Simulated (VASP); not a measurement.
# AlN (F-43m) in VASP: single point with PBEsol

Aim: the single point of AlN with PBEsol.

Everything below comes from runs of VASP 6.6.1. Logs are shortened: lines on timing, memory, paths and dates and some standing lists are left out, and cuts for length are marked.

**1. The cell of the first run**

The structure is cubic, space group F-43m (No. 216). Conventional cell: a = 4.378 Å, b = 4.378 Å, c = 4.378 Å, α = 90.00°, β = 90.00°, γ = 90.00°. Within 2.5 Å of Al (site symmetry -43m) lie 4 N at 1.90 Å. Within 2.5 Å of N (site symmetry -43m) lie 4 Al at 1.90 Å.

**2. Single point, PBEsol**

INCAR reads:

```
SYSTEM = AlN
PREC = Accurate ; ENCUT = 520
EDIFF = 1E-6 ; ISMEAR = -1
SIGMA = 0.05 ; LREAL = .False.
LASPH = .True. ; NELM = 100
ALGO = Normal ; ISIF = 2
LWAVE = .False. ; LCHARG = .False.
GGA = PS ; NBANDS = 11
```

KPOINTS reads:

```
regular mesh
0
Gamma
  9 9 9
  0 0 0
```

POSCAR reads:

```
AlN
1.0
    0.0000000000      2.1888610000      2.1888610000
    2.1888610000      0.0000000000      2.1888610000
    2.1888610000      2.1888610000      0.0000000000
Al N
1 1
Direct
    0.0000000000      0.0000000000      0.0000000000
    0.2500000000      0.2500000000      0.2500000000
```

Potentials or basis: VASP PAW PBE potentials, release 64 (Al, N).

Started as:

```sh
$ cat potpaw_PBE.64/Al/POTCAR potpaw_PBE.64/N/POTCAR > POTCAR
$ mpirun -np 1 vasp_std > vasp.out
```

OUTCAR:

```text
SYSTEM = AlN
   PREC = Accurate
   ENCUT = 520
   EDIFF = 1E-6
   ISMEAR = -1
   LREAL = .False.
   LASPH = .True.
   NELM = 100
   ISIF = 2
   GGA = PS

 ion  position               nearest neighbor table
   1  0.000  0.000  0.000-   2 1.90   2 1.90   2 1.90   2 1.90
   2  0.250  0.250  0.250-   1 1.90   1 1.90   1 1.90   1 1.90

  LATTYP: Found a face centered cubic cell.
 ALAT       =     4.3777220000

  Lattice vectors:

 A1 = (   0.0000000000,   2.1888610000,   2.1888610000)
 A2 = (   2.1888610000,   0.0000000000,   2.1888610000)
 A3 = (   2.1888610000,   2.1888610000,   0.0000000000)

Analysis of symmetry for initial positions (statically):
=====================================================================
 Subroutine PRICEL returns:
 Original cell was already a primitive cell.

 Routine SETGRP: Setting up the symmetry group for a
 face centered cubic supercell.

 Subroutine GETGRP returns: Found 24 space group operations
 (whereof 24 operations were pure point group operations)
 out of a pool of 48 trial point group operations.

The static configuration has the point symmetry T_d .

Analysis of symmetry for dynamics (positions and initial velocities):
=====================================================================
 Subroutine PRICEL returns:
 Original cell was already a primitive cell.

 Routine SETGRP: Setting up the symmetry group for a
 face centered cubic supercell.

 Subroutine GETGRP returns: Found 24 space group operations
 (whereof 24 operations were pure point group operations)
 out of a pool of 48 trial point group operations.

The dynamic configuration has the point symmetry T_d .

 Subroutine INISYM returns: Found 24 space group operations
 (whereof 24 operations are pure point group operations),
 and found     1 'primitive' translations

----------------------------------------------------------------------------------------

                                     Primitive cell

  volume of cell :      20.9742

  direct lattice vectors                    reciprocal lattice vectors
     0.000000000  2.188861000  2.188861000    -0.228429306  0.228429306  0.228429306
     2.188861000  0.000000000  2.188861000     0.228429306 -0.228429306  0.228429306
     2.188861000  2.188861000  0.000000000     0.228429306  0.228429306 -0.228429306

  length of vectors
     3.095516912  3.095516912  3.095516912     0.395651165  0.395651165  0.395651165

  position of ions in fractional coordinates (direct lattice)
     0.000000000  0.000000000  0.000000000
     0.250000000  0.250000000  0.250000000

  ion indices of the primitive-cell ions
   primitive index   ion index
                 1           1
                 2           2

----------------------------------------------------------------------------------------

 KPOINTS: regular mesh

Automatic generation of k-mesh.
 Grid dimensions read from file:
 generate k-points for:    9    9    9

 Generating k-lattice:

  Cartesian coordinates                     Fractional coordinates (reciprocal lattice)
    -0.025381034  0.025381034  0.025381034     0.111111111  0.000000000  0.000000000
     0.025381034 -0.025381034  0.025381034     0.000000000  0.111111111  0.000000000
     0.025381034  0.025381034 -0.025381034     0.000000000  0.000000000  0.111111111

  Length of vectors
     0.043961241  0.043961241  0.043961241

  Shift w.r.t. Gamma in fractional coordinates (k-lattice)
     0.000000000  0.000000000  0.000000000

 Subroutine IBZKPT returns following result:
 ===========================================

 Found     35 irreducible k-points:

 Following reciprocal coordinates:
            Coordinates               Weight
  0.000000  0.000000  0.000000      1.000000
  0.111111  0.000000  0.000000      8.000000
  0.222222  0.000000  0.000000      8.000000
  0.333333  0.000000  0.000000      8.000000
  0.444444  0.000000  0.000000      8.000000
  0.111111  0.111111  0.000000      6.000000
[... 16 lines left out ...]
 -0.333333  0.333333  0.000000     12.000000
  0.444444  0.444444  0.000000      6.000000
 [... further k-points ...]
   k-points           NKPTS =     35   k-points in BZ     NKDIM =     35   number of bands    NBANDS=     11
   number of dos      NEDOS =    301   number of ions     NIONS =      2
   total plane-waves  NPLWV =  13824
   dimension x,y,z NGX =    24 NGY =   24 NGZ =   24
   dimension x,y,z NGXF=    48 NGYF=   48 NGZF=   48
   ions per type =               1   1
   NGX,Y,Z   is equivalent  to a cutoff of  12.89, 12.89, 12.89 a.u.
   NGXF,Y,Z  is equivalent  to a cutoff of  25.78, 25.78, 25.78 a.u.
 SYSTEM =  AlN
   PREC   = accura    normal or accurate (medium, high low for compatibility)
   ISTART =      0    job   : 0-new  1-cont  2-samecut
   ICHARG =      2    charge: 1-file 2-atom 10-const
   ISPIN  =      1    spin polarized calculation?
   LNONCOLLINEAR =      F non collinear calculations
   LSORBIT =      F    spin-orbit coupling
   LASPH  =      T    aspherical Exc in radial PAW
   ENCUT  =  520.0 eV  38.22 Ry    6.18 a.u.   5.76  5.76  5.76*2*pi/ulx,y,z
   NELM   =    100;   NELMIN=  2; NELMDL= -5     # of ELM steps
   EDIFF  = 0.1E-05   stopping-criterion for ELM
   LREAL  =      F    real-space projection
   EDIFFG = 0.1E-04   stopping-criterion for IOM
   NSW    =      0    number of steps for IOM
   IBRION =     -1    ionic relax: 0-MD 1-quasi-New 2-CG
   NFREE  =      0    steps in history (QN), initial steepest desc. (CG)
   ISIF   =      2    stress and relaxation
   ISYM   =      2    0-nonsym 1-usesym 2-fastsym
   POTIM  = 0.5000    time-step for ionic-motion
   TEBEG  =    0.0;   TEEND  =   0.0 temperature during run
   PSTRESS=    0.0 pullay stress
   NELECT =       8.0000    total number of electrons
   NUPDOWN=      -1.0000    fix difference up-down
   EMIN   =  10.00;   EMAX   =-10.00  energy-range for DOS
   EFERMI =   0.00;   METHOD = LEGACY
   ISMEAR =    -1;   SIGMA  =   0.05  broadening in eV -4-tet -1-fermi 0-gaus
   EFERMI_NEDOS =   21; number of points for ismear=-14 and -15
   IALGO  =     38    algorithm
   IMIX   =      4    mixing-type and parameters
     AMIX     =   0.40;   BMIX     =  1.00
     AMIX_MAG =   1.60;   BMIX_MAG =  1.00
  volume/ion in A,a.u.               =      10.49        70.77
  Fermi-wavevector in a.u.,A,eV,Ry     =   1.187253  2.243583 19.178363  1.409570
  Thomas-Fermi vector in A             =   2.323408
   LORBIT       =      0    0 simple, 1 ext, 2 COOP (PROOUT), +10 PAW based schemes
   GGA     = PS    functional components
   LHFCALC =     F    Hartree Fock is set to
   AEXX    =    0.0000 exact exchange contribution
   IVDW    =     0    specifies the selected vdW correction
   LEPSILON=     F    determine dielectric tensor
   LRPA    =     F    only Hartree local field effects (RPA)
 non-spin polarized calculation
  energy-cutoff  :      520.00
  volume of cell :       20.97
 maximum number of plane-waves:       576
   NGX = 11   NGY = 11   NGZ = 11

 number of electron       8.0000000 magnetization

 Free energy of the ion-electron system (eV)
  ---------------------------------------------------
  ext. energy  EPLUGINS =         0.00000000
  ---------------------------------------------------
  free energy    TOTEN  =       -15.61134539 eV

  energy without entropy =      -15.61134539  energy(sigma->0) =      -15.61134539

 E-fermi :   6.9488     XC(G=0): -11.1000

 val. band max:        5.8154126894   @ k =   0.0000   0.0000   0.0000
 cond. band min:       9.1830858919   @ k =   0.4444   0.4444   0.0000
 fundamental gap:      3.3676732025
 Fermi energy:         6.9488185146

 k-point     1 :       0.0000    0.0000    0.0000
  band No.  band energies     occupation
      1      -9.1039      2.00000
      2       5.8154      2.00000
      3       5.8154      2.00000
      4       5.8154      2.00000
      5       9.8895      0.00000
      6      18.2187      0.00000
      7      18.2187      0.00000
      8      18.2187      0.00000
      9      23.3496      0.00000
     10      23.3496      0.00000
     11      24.6890      0.00000

 k-point     2 :       0.1111    0.0000    0.0000
  band No.  band energies     occupation
      1      -8.9232      2.00000
      2       4.8347      2.00000
      3       5.7521      2.00000
      4       5.7521      2.00000
      5      10.6786      0.00000
      6      17.7484      0.00000
      7      18.3716      0.00000
      8      18.3716      0.00000
      9      21.9436      0.00000
     10      21.9436      0.00000
     11      23.7645      0.00000

 k-point     3 :       0.2222    0.0000    0.0000
  band No.  band energies     occupation
      1      -8.4154      2.00000
      2       3.0050      2.00000
      3       5.6008      2.00000
      4       5.6008      2.00000
      5      11.8964      0.00000
      6      16.8464      0.00000
      7      18.1669      0.00000
      8      18.1669      0.00000
      9      21.6638      0.00000
     10      21.6638      0.00000
     11      22.9025      0.00000

 k-point     4 :       0.3333    0.0000    0.0000
  band No.  band energies     occupation
      1      -7.7123      2.00000
      2       1.2441      2.00000
      3       5.4429      2.00000
      4       5.4429      2.00000
      5      12.6854      0.00000
      6      16.0652      0.00000
      7      17.3931      0.00000
      8      17.3931      0.00000
      9      22.9181      0.00000
     10      23.1582      0.00000
     11      23.1582      0.00000
[... 239 lines left out ...]
 k-point    22 :      -0.4444    0.3333    0.0000
  band No.  band energies     occupation
      1      -6.4825      2.00000
      2       1.2837      2.00000
      3       2.6935      2.00000
      4       4.3962      2.00000
      5      10.7141      0.00000
      6      15.6182      0.00000
      7      18.5716      0.00000
      8      19.9026      0.00000
      9      20.9322      0.00000
     10      26.2434      0.00000
     11      29.9656      0.00000

 k-point    23 :      -0.3333    0.3333    0.0000
  band No.  band energies     occupation
      1      -6.5389      2.00000
      2       1.5057      2.00000
      3       2.1032      2.00000
      4       4.7112      2.00000
      5      11.7380      0.00000
      6      15.8062      0.00000
      7      18.2324      0.00000
      8      19.0888      0.00000
      9      21.6896      0.00000
     10      24.0879      0.00000
     11      30.1032      0.00000

 k-point    24 :       0.4444    0.4444    0.0000
  band No.  band energies     occupation
      1      -6.5171      2.00000
      2       1.0185      2.00000
      3       4.0776      2.00000
      4       4.0776      2.00000
      5       9.1831      0.00000
      6      14.3438      0.00000
      7      19.3736      0.00000
      8      21.2401      0.00000
      9      21.2401      0.00000
     10      28.9235      0.00000
     11      29.2552      0.00000

 [... further k-points ...]
[... 5 lines left out ...]
  --------------------------------------------------------------------------------------
  -------------------------------------------------------------------------------------
  Total       -0.0051726     -0.0051726     -0.0051726     -0.0000000      0.0000000     -0.0000000
  in kB       -0.3951258     -0.3951258     -0.3951258     -0.0000000      0.0000000     -0.0000000
  external PRESSURE =      -0.3951258 kB  Pullay stress =       0.0000000 kB

 VOLUME and BASIS-vectors are now :
 -----------------------------------------------------------------------------
  energy-cutoff  :      520.00
  volume of cell :       20.97
      direct lattice vectors                 reciprocal lattice vectors
     0.000000000  2.188861000  2.188861000    -0.228429306  0.228429306  0.228429306
     2.188861000  0.000000000  2.188861000     0.228429306 -0.228429306  0.228429306
     2.188861000  2.188861000  0.000000000     0.228429306  0.228429306 -0.228429306

 POSITION                                       TOTAL-FORCE (eV/Angst)
 -----------------------------------------------------------------------------------
      0.00000      0.00000      0.00000        -0.000000     -0.000000     -0.000000
      1.09443      1.09443      1.09443         0.000000      0.000000      0.000000
 -----------------------------------------------------------------------------------
    total drift:                                0.000000      0.000000      0.000000

  FREE ENERGIE OF THE ION-ELECTRON SYSTEM (eV)
  ---------------------------------------------------
  free  energy   TOTEN  =       -15.6113453891 eV

  energy  without entropy=      -15.6113453891  energy(sigma->0) =      -15.61134539
```

Run time: 4.5 s. Hardware: 1 thread of Intel Xeon 6975P-C, shared host; peak memory 0.13 GiB.

What came out:

```yaml
Free_energy: -15.6113 eV
Pressure: 0.0 GPa
Band_gap_on_the_k_mesh: 3.37 eV, indirect (least direct gap 4.07 eV)
```

Levels at points of the mesh, in eV from the valence-band top:
```csv
k point,band 1,band 2,band 3,band 4,band 5,band 6,band 7,band 8
"(0.00, 0.00, 0.00)",-14.92,0.00,0.00,0.00,4.07,12.40,12.40,12.40
```

Caveat: the PAW data sets were made with another functional, which shifts forces and pressure a little. PBEsol gaps usually lie below the measured ones, often by a third to a half.
